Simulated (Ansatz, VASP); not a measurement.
## NaF in VASP and in Ansatz

```xyz
2
Lattice="0.0000 2.3200 2.3200 2.3200 0.0000 2.3200 2.3200 2.3200 0.0000" Properties=species:S:1:pos:R:3 pbc="T T T"
Na    0.0000    0.0000    0.0000
F     2.3200    2.3200    2.3200
```

Alike in both runs: task relaxation of cell and atoms; functional LDA; k mesh 10 × 10 × 10; occupations fermi-dirac, width 0.02 eV; no spin polarisation.

|  | VASP | Ansatz |
| --- | --- | --- |
| version | VASP 6.6.1 | Ansatz 0.2.0 |
| potentials or method | VASP PAW LDA potentials, release 64 (Na_pv, F), cutoff 600 eV | PAW plane waves |
| valence electrons in the cell | 14 | 16 |

```tsv
	VASP	Ansatz	Ansatz less VASP
gap on the k mesh at the Fermi level, each at its own relaxed structure (eV)	6.46	6.46	0.000
relaxed volume (Å³/atom)	11.38	11.41	+0.032
relaxed cell length with the largest relative difference (Å)	3.181	3.184	+0.0030
```

Ansatz warns that its potentials were made for another functional, while VASP's fit it. LDA's correlation is that of Perdew and Zunger in VASP and of Perdew and Wang (1992) in Ansatz. VASP's potentials hold 14 valence electrons a cell and Ansatz's 16, so a difference there can come from the potentials and not from the codes.
